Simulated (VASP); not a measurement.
# Tl (I4_1/amd) in VASP: further runs

The runs below take Tl through single point, with PBE.

Everything below comes from runs of VASP 6.6.1. Logs are shortened: lines on timing, memory, paths and dates and some standing lists are left out, and cuts for length are marked.

## 1. The cell of the first run

Symmetry: I4_1/amd, No. 141, tetragonal system. The conventional cell has a = 5.942 Å, b = 5.942 Å, c = 3.173 Å, α = 90.00°, β = 90.00°, γ = 90.00°. Tl (site symmetry -4m2) has 10 Tl at 3.07 to 3.81 Å within 4.0 Å.

## 2. Single point, PBE

Contents of INCAR:

```
SYSTEM = Tl
PREC     = Accurate       ! precision mode
ENCUT    = 520            ! plane-wave cutoff, eV
EDIFF    = 1E-7           ! SCF threshold, eV
ISMEAR   = -1             ! smearing method
SIGMA    = 0.08           ! smearing width, eV
LREAL    = .False.        ! projectors in reciprocal space
LASPH    = .True.         ! aspherical terms in the spheres
NELM     = 80             ! most SCF steps
ALGO     = Normal         ! electronic algorithm
ISIF     = 2              ! what is computed and relaxed
LWAVE    = .False.        ! write WAVECAR
LCHARG   = .False.        ! write CHGCAR
GGA      = PE             ! functional
NBANDS   = 20             ! bands
```

Contents of KPOINTS:

```
regular mesh
0
Gamma
  13 13 13
  0 0 0
```

Contents of POSCAR:

```
Tl
1.0
   -2.9708843891      2.9708843891      1.5862976837
    2.9708843891     -2.9708843891      1.5862976837
    2.9708843891      2.9708843891     -1.5862976837
Tl
2
Direct
   -0.3750000000     -0.1250000000     -0.2500000000
    0.3750000000      0.1250000000      0.2500000000
```

Potentials or basis: VASP PAW PBE potentials, release 64 (Tl_d).

Command:

```console
$ cat potpaw_PBE.64/Tl_d/POTCAR > POTCAR
$ mpirun -np 1 vasp_std > vasp.out
```

OUTCAR:

```text
SYSTEM = Tl
   PREC = Accurate
   ENCUT = 520
   EDIFF = 1E-7
   ISMEAR = -1
   LREAL = .False.
   LASPH = .True.
   NELM = 80
   ISIF = 2
   GGA = PE

 ion  position               nearest neighbor table
   1  0.625  0.875  0.750-   2 3.07   2 3.07   2 3.07   2 3.07   2 3.81   2 3.81   2 3.81   2 3.81

   2  0.375  0.125  0.250-   1 3.07   1 3.07   1 3.07   1 3.07   1 3.81   1 3.81   1 3.81   1 3.81

  LATTYP: Found a body centered tetragonal cell.
 ALAT       =     5.9417687782
 C/A-ratio  =     0.5339479683

  Lattice vectors:

 A1 = (  -2.9708843891,   2.9708843891,   1.5862976837)
 A2 = (   2.9708843891,  -2.9708843891,   1.5862976837)
 A3 = (   2.9708843891,   2.9708843891,  -1.5862976837)

Analysis of symmetry for initial positions (statically):
=====================================================================
 Subroutine PRICEL returns:
 Original cell was already a primitive cell.

 Routine SETGRP: Setting up the symmetry group for a
 body centered tetragonal supercell.

 Subroutine GETGRP returns: Found 16 space group operations
 (whereof  4 operations were pure point group operations)
 out of a pool of 16 trial point group operations.

The static configuration has the point symmetry C_2h.
 The point group associated with its full space group is D_4h.

Analysis of symmetry for dynamics (positions and initial velocities):
=====================================================================
 Subroutine PRICEL returns:
 Original cell was already a primitive cell.

 Routine SETGRP: Setting up the symmetry group for a
 body centered tetragonal supercell.

 Subroutine GETGRP returns: Found 16 space group operations
 (whereof  4 operations were pure point group operations)
 out of a pool of 16 trial point group operations.

The dynamic configuration has the point symmetry C_2h.
 The point group associated with its full space group is D_4h.

 Subroutine INISYM returns: Found 16 space group operations
 (whereof  4 operations are pure point group operations),
 and found     1 'primitive' translations

----------------------------------------------------------------------------------------

                                     Primitive cell

  volume of cell :      56.0036

  direct lattice vectors                    reciprocal lattice vectors
    -2.970884389  2.970884389  1.586297684     0.000000000  0.168300053  0.315199351
     2.970884389 -2.970884389  1.586297684     0.168300053  0.000000000  0.315199351
     2.970884389  2.970884389 -1.586297684     0.168300053  0.168300053  0.000000000

  length of vectors
     4.490951842  4.490951842  4.490951842     0.357317140  0.357317140  0.238012217

  position of ions in fractional coordinates (direct lattice)
     0.625000000  0.875000000  0.750000000
     0.375000000  0.125000000  0.250000000

  ion indices of the primitive-cell ions
   primitive index   ion index
                 1           1
                 2           2

----------------------------------------------------------------------------------------

 KPOINTS: regular mesh

Automatic generation of k-mesh.
 Grid dimensions read from file:
 generate k-points for:   13   13   13

 Generating k-lattice:

  Cartesian coordinates                     Fractional coordinates (reciprocal lattice)
     0.000000000  0.012946158  0.024246104     0.076923077  0.000000000  0.000000000
     0.012946158  0.000000000  0.024246104     0.000000000  0.076923077  0.000000000
     0.012946158  0.012946158  0.000000000     0.000000000  0.000000000  0.076923077

  Length of vectors
     0.027485934  0.027485934  0.018308632

  Shift w.r.t. Gamma in fractional coordinates (k-lattice)
     0.000000000  0.000000000  0.000000000

 Subroutine IBZKPT returns following result:
 ===========================================

 Found    196 irreducible k-points:

 Following reciprocal coordinates:
            Coordinates               Weight
  0.000000  0.000000  0.000000      1.000000
  0.076923  0.000000  0.000000      8.000000
  0.153846  0.000000  0.000000      8.000000
  0.230769 -0.000000  0.000000      8.000000
  0.307692  0.000000  0.000000      8.000000
  0.384615 -0.000000  0.000000      8.000000
[... 16 lines left out ...]
  0.384615  0.153846  0.000000     16.000000
  0.461538  0.153846  0.000000     16.000000
 [... further k-points ...]
   k-points           NKPTS =    196   k-points in BZ     NKDIM =    196   number of bands    NBANDS=     20
   number of dos      NEDOS =    301   number of ions     NIONS =      2
   total plane-waves  NPLWV =  46656
   dimension x,y,z NGX =    36 NGY =   36 NGZ =   36
   dimension x,y,z NGXF=    72 NGYF=   72 NGZF=   72
   ions per type =               2
   NGX,Y,Z   is equivalent  to a cutoff of  13.33, 13.33, 13.33 a.u.
   NGXF,Y,Z  is equivalent  to a cutoff of  26.65, 26.65, 26.65 a.u.
 SYSTEM =  Tl
   PREC   = accura    normal or accurate (medium, high low for compatibility)
   ISTART =      0    job   : 0-new  1-cont  2-samecut
   ICHARG =      2    charge: 1-file 2-atom 10-const
   ISPIN  =      1    spin polarized calculation?
   LNONCOLLINEAR =      F non collinear calculations
   LSORBIT =      F    spin-orbit coupling
   LASPH  =      T    aspherical Exc in radial PAW
   ENCUT  =  520.0 eV  38.22 Ry    6.18 a.u.   8.35  8.35  8.35*2*pi/ulx,y,z
   NELM   =     80;   NELMIN=  2; NELMDL= -5     # of ELM steps
   EDIFF  = 0.1E-06   stopping-criterion for ELM
   LREAL  =      F    real-space projection
   EDIFFG = 0.1E-05   stopping-criterion for IOM
   NSW    =      0    number of steps for IOM
   IBRION =     -1    ionic relax: 0-MD 1-quasi-New 2-CG
   NFREE  =      0    steps in history (QN), initial steepest desc. (CG)
   ISIF   =      2    stress and relaxation
   ISYM   =      2    0-nonsym 1-usesym 2-fastsym
   POTIM  = 0.5000    time-step for ionic-motion
   TEBEG  =    0.0;   TEEND  =   0.0 temperature during run
   PSTRESS=    0.0 pullay stress
   NELECT =      26.0000    total number of electrons
   NUPDOWN=      -1.0000    fix difference up-down
   EMIN   =  10.00;   EMAX   =-10.00  energy-range for DOS
   EFERMI =   0.00;   METHOD = LEGACY
   ISMEAR =    -1;   SIGMA  =   0.08  broadening in eV -4-tet -1-fermi 0-gaus
   EFERMI_NEDOS =   21; number of points for ismear=-14 and -15
   IALGO  =     38    algorithm
   IMIX   =      4    mixing-type and parameters
     AMIX     =   0.40;   BMIX     =  1.00
     AMIX_MAG =   1.60;   BMIX_MAG =  1.00
  volume/ion in A,a.u.               =      28.00       188.97
  Fermi-wavevector in a.u.,A,eV,Ry     =   1.267634  2.395481 21.863147  1.606896
  Thomas-Fermi vector in A             =   2.400772
   LORBIT       =      0    0 simple, 1 ext, 2 COOP (PROOUT), +10 PAW based schemes
   GGA     = PE    functional components
   LHFCALC =     F    Hartree Fock is set to
   AEXX    =    0.0000 exact exchange contribution
   IVDW    =     0    specifies the selected vdW correction
   LEPSILON=     F    determine dielectric tensor
   LRPA    =     F    only Hartree local field effects (RPA)
 non-spin polarized calculation
  energy-cutoff  :      520.00
  volume of cell :       56.00
 maximum number of plane-waves:      1531
 NGX is ok and might be reduce to    36
   NGX = 17   NGY = 17   NGZ = 17

 number of electron      25.9999994 magnetization

 Free energy of the ion-electron system (eV)
  ---------------------------------------------------
  ext. energy  EPLUGINS =         0.00000000
  ---------------------------------------------------
  free energy    TOTEN  =        -4.10368925 eV

  energy without entropy =       -4.08349824  energy(sigma->0) =       -4.09359374

 E-fermi :   6.9041     XC(G=0): -10.2472

 val. band max:        6.8949928361   @ k =   0.3077   0.1538   0.0000
 cond. band min:       6.9054036717   @ k =   0.2308  -0.0000   0.0000
 fundamental gap:      0.0104108356
 Fermi energy:         6.9040795070

 k-point     1 :       0.0000    0.0000    0.0000
  band No.  band energies     occupation
      1      -5.5222      2.00000
      2      -5.3074      2.00000
      3      -5.2803      2.00000
      4      -5.2521      2.00000
      5      -4.5812      2.00000
      6      -4.5812      2.00000
[... 12 lines left out ...]
     19      16.7415      0.00000
     20      18.7134      0.00000

 k-point     2 :       0.0769    0.0000    0.0000
  band No.  band energies     occupation
      1      -5.5121      2.00000
      2      -5.2890      2.00000
      3      -5.2425      2.00000
      4      -5.1946      2.00000
      5      -4.6322      2.00000
      6      -4.6287      2.00000
[... 12 lines left out ...]
     19      15.6005      0.00000
     20      18.0223      0.00000

 k-point     3 :       0.1538    0.0000    0.0000
  band No.  band energies     occupation
      1      -5.4795      2.00000
      2      -5.2379      2.00000
      3      -5.1504      2.00000
      4      -5.0474      2.00000
      5      -4.7290      2.00000
      6      -4.6943      2.00000
[... 12 lines left out ...]
     19      14.9928      0.00000
     20      16.8952      0.00000

 k-point     4 :       0.2308   -0.0000    0.0000
  band No.  band energies     occupation
      1      -5.4309      2.00000
      2      -5.1683      2.00000
      3      -5.0739      2.00000
      4      -4.9018      2.00000
      5      -4.8390      2.00000
      6      -4.6950      2.00000
[... 12 lines left out ...]
     19      14.2120      0.00000
     20      16.2337      0.00000

 k-point     5 :       0.3077    0.0000    0.0000
  band No.  band energies     occupation
      1      -5.3837      2.00000
      2      -5.1183      2.00000
      3      -5.0706      2.00000
      4      -4.9293      2.00000
      5      -4.9134      2.00000
      6      -4.7071      2.00000
[... 12 lines left out ...]
     19      14.5501      0.00000
     20      15.7041      0.00000
[... 353 lines left out ...]
      6      -4.8200      2.00000
[... 12 lines left out ...]
     19      15.0357      0.00000
     20      16.0781      0.00000

 k-point    22 :       0.3077    0.1538    0.0000
  band No.  band energies     occupation
      1      -5.3818      2.00000
      2      -5.2029      2.00000
      3      -5.0286      2.00000
      4      -5.0021      2.00000
      5      -4.8540      2.00000
      6      -4.8463      2.00000
[... 12 lines left out ...]
     19      15.9252      0.00000
     20      16.3960      0.00000

 k-point    23 :       0.3846    0.1538    0.0000
  band No.  band energies     occupation
      1      -5.3548      2.00000
      2      -5.2049      2.00000
      3      -5.0927      2.00000
      4      -4.9878      2.00000
      5      -4.8583      2.00000
      6      -4.7975      2.00000
[... 12 lines left out ...]
     19      16.2139      0.00000
     20      17.0782      0.00000

 k-point    24 :       0.4615    0.1538    0.0000
  band No.  band energies     occupation
      1      -5.3224      2.00000
      2      -5.1582      2.00000
      3      -5.1198      2.00000
      4      -4.9858      2.00000
      5      -4.8348      2.00000
      6      -4.7813      2.00000
[... 12 lines left out ...]
     19      16.6116      0.00000
     20      17.2573      0.00000

 [... further k-points ...]

------------------------ aborting loop because EDIFF is reached ----------------------------------------

  FORCE on cell =-STRESS in cart. coord.  units (eV):
  Direction    XX          YY          ZZ          XY          YZ          ZX
  --------------------------------------------------------------------------------------
  -------------------------------------------------------------------------------------
  Total        2.2278978      2.2278978      2.2141852      0.0000000     -0.0000000      0.0000000
  in kB       63.7367132     63.7367132     63.3444159      0.0000000     -0.0000000      0.0000000
  external PRESSURE =      63.6059474 kB  Pullay stress =       0.0000000 kB

 VOLUME and BASIS-vectors are now :
 -----------------------------------------------------------------------------
  energy-cutoff  :      520.00
  volume of cell :       56.00
      direct lattice vectors                 reciprocal lattice vectors
    -2.970884389  2.970884389  1.586297684     0.000000000  0.168300053  0.315199351
     2.970884389 -2.970884389  1.586297684     0.168300053  0.000000000  0.315199351
     2.970884389  2.970884389 -1.586297684     0.168300053  0.168300053  0.000000000

 POSITION                                       TOTAL-FORCE (eV/Angst)
 -----------------------------------------------------------------------------------
      2.97088      1.48544      1.18972        -0.000000      0.000000      0.000000
      0.00000      1.48544      0.39657         0.000000     -0.000000     -0.000000
 -----------------------------------------------------------------------------------
    total drift:                               -0.000000     -0.000000      0.000000

  FREE ENERGIE OF THE ION-ELECTRON SYSTEM (eV)
  ---------------------------------------------------
  free  energy   TOTEN  =        -4.1036892506 eV

  energy  without entropy=       -4.0834982390  energy(sigma->0) =       -4.09359374
```

Run time: 4.8 min. Hardware: 1 thread of Oxide Virtual Turin-like, shared host; peak memory 0.29 GiB.

What came out:

```
Free energy            : -4.1037 eV
Pressure               : 6.4 GPa
Band gap on the k mesh : zero (bands 13 and 14 overlap by 5.92 eV)
```

Levels at points of the mesh, in eV from the Fermi level:
| k point | band 9 | band 10 | band 11 | band 12 | band 13 | band 14 | band 15 | band 16 | band 17 | band 18 |
| --- | --- | --- | --- | --- | --- | --- | --- | --- | --- | --- |
| (0.00, 0.00, 0.00) | -11.23 | -10.94 | -10.46 | -2.65 | -0.39 | -0.39 | 5.07 | 8.04 | 8.04 | 9.82 |

Caveat: the cell stands under pressure; spin-orbit coupling is left out, which moves the levels of the heavy elements.

(Part 1 of 2 ends here.)
